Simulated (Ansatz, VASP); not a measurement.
## Si in VASP and in Ansatz

Contents of INCAR:

```
SYSTEM = Si
ALGO     = Normal         ! electronic algorithm
EDIFF    = 1E-7           ! SCF threshold, eV
ENCUT    = 520            ! plane-wave cutoff, eV
GGA      = CA             ! functional
ISIF     = 2              ! what is computed and relaxed
ISMEAR   = 0              ! smearing method
LASPH    = .True.         ! aspherical terms in the spheres
LCHARG   = .False.        ! write CHGCAR
LREAL    = .False.        ! projectors in reciprocal space
LWAVE    = .False.        ! write WAVECAR
NBANDS   = 16             ! bands
NELM     = 100            ! most SCF steps
PREC     = Accurate       ! precision mode
SIGMA    = 0.03           ! smearing width, eV
```

The input KPOINTS:

```
k-points
0
Gamma
  10 10 10
  0 0 0
```

File POSCAR:

```
Si
1.0
   -3.3177782169      3.2847654983      1.9083649477
    3.3177782169     -3.2847654983      1.9083649477
    3.3177782169      3.2847654983     -1.9083649477
Si
4
Direct
    0.1788433299      0.1788433299      0.3576866598
    0.8211566701      0.8211566701      0.6423133402
    0.1788433299      0.8211566701      0.0000000000
    0.8211566701      0.1788433299      0.0000000000
```

Input for Ansatz:

```yaml
crystal:
  lattice:
    - [-3.3177782169, 3.2847654983, 1.9083649477]
    - [3.3177782169, -3.2847654983, 1.9083649477]
    - [3.3177782169, 3.2847654983, -1.9083649477]
  atoms:
    - { symbol: Si, position: [0.1788433299, 0.1788433299, 0.3576866598] }
    - { symbol: Si, position: [0.8211566701, 0.8211566701, 0.6423133402] }
    - { symbol: Si, position: [0.1788433299, 0.8211566701, 0.0] }
    - { symbol: Si, position: [0.8211566701, 0.1788433299, 0.0] }
basis:
  ecutwfc: 420
kpoints:
  mp_grid: { grid: [10, 10, 10] }
hamiltonian:
  xc: lda
scf:
  occupations: { method: gaussian, width: 0.03 }
output:
  forces: true
  stress: true
  eigenvalues: true
```

Change from the starting cell: strain +0.0050 x Voigt [1, -1, 0, 0, 0, 0], atoms carried along.

Alike in both runs: task single point; functional LDA; k mesh 10 × 10 × 10; occupations gaussian, width 0.03 eV; no spin polarisation.

```csv
,VASP,Ansatz
version,VASP 6.6.1,Ansatz 0.2.0
potentials or method,"VASP PAW LDA potentials, release 64 (Si), cutoff 520 eV","scalar-relativistic, plane waves, PAW"
valence electrons in the cell,16,16
```

|  | VASP | Ansatz | Ansatz less VASP |
| --- | --- | --- | --- |
| gap on the k mesh at the Fermi level (eV) | 0.17 | 0.17 | +0.005 |
| least direct gap on the mesh (eV) | 0.23 | 0.23 | +0.001 |
| pressure (GPa) | 0.1 | 0.0 | -0.04 |
| traceless stress, the component that is largest in VASP (GPa) | 1.00 | 0.99 | -0.010 |
| rms of the force components (eV/Å) | 0.066 | 0.065 | -0.0001 |

LDA's correlation is that of Perdew and Zunger in VASP and of Perdew and Wang (1992) in Ansatz. Atom by atom the forces differ by 0.002 eV/Å (rms over components).
